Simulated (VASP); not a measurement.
Here is a VASP 6.6.1 calculation.

Contents of POSCAR:

```
Hf
1.0
    3.1987335297      0.0000000000      0.0000000000
   -1.5993667648      2.7701844966      0.0000000000
    0.0000000000      0.0000000000      5.0505021987
Hf
2
Direct
    0.3333333333      0.6666666667      0.2500000000
    0.6666666667      0.3333333333      0.7500000000
```

INCAR.step1

```
SYSTEM = Hf
ALGO = Normal ; EDIFF = 1E-4
ENCUT = 520 ; GGA = PE
ISMEAR = 0 ; LASPH = .TRUE.
LCHARG = .FALSE. ; LREAL = .FALSE.
LWAVE = .TRUE. ; NBANDS = 17
NELM = 60 ; PREC = Accurate
SIGMA = 0.01
```

The input INCAR.step2:

```
SYSTEM = Hf
ALGO = Normal ; EDIFF = 1E-6
ENCUT = 520 ; ISIF = 2
ISMEAR = 0 ; ISTART = 1
LASPH = .TRUE. ; LCHARG = .FALSE.
LMIXTAU = .TRUE. ; LREAL = .FALSE.
LWAVE = .FALSE. ; METAGGA = R2SCAN
NBANDS = 17 ; NELM = 60
PREC = Accurate ; SIGMA = 0.01
```

The input KPOINTS:

```
k-points
0
G
  11 11 6
  0 0 0
```

Potentials or basis: VASP PAW PBE potentials, release 64 (Hf_pv).

The run is started by

```bash
$ cat potpaw_PBE.64/Hf_pv/POTCAR > POTCAR
$ cp INCAR.step1 INCAR
$ mpirun -np 1 vasp_std > vasp.out
$ cp INCAR.step2 INCAR
$ mpirun -np 1 vasp_std > vasp.out
```

Question: Estimate the band gap on the k mesh.

Answer: Zero (bands 10 and 11 overlap by 1.70 eV).

Question: What does it give for the pressure?

Answer: -0.6 GPa.

Stress tensor (GPa, compression positive):
```
-0.54  0.00  0.00
 0.00 -0.54  0.00
 0.00  0.00 -0.70
```

Caveat: the PAW data sets were made with another functional, which shifts forces and pressure a little; spin-orbit coupling is left out, which moves the levels of the heavy elements.
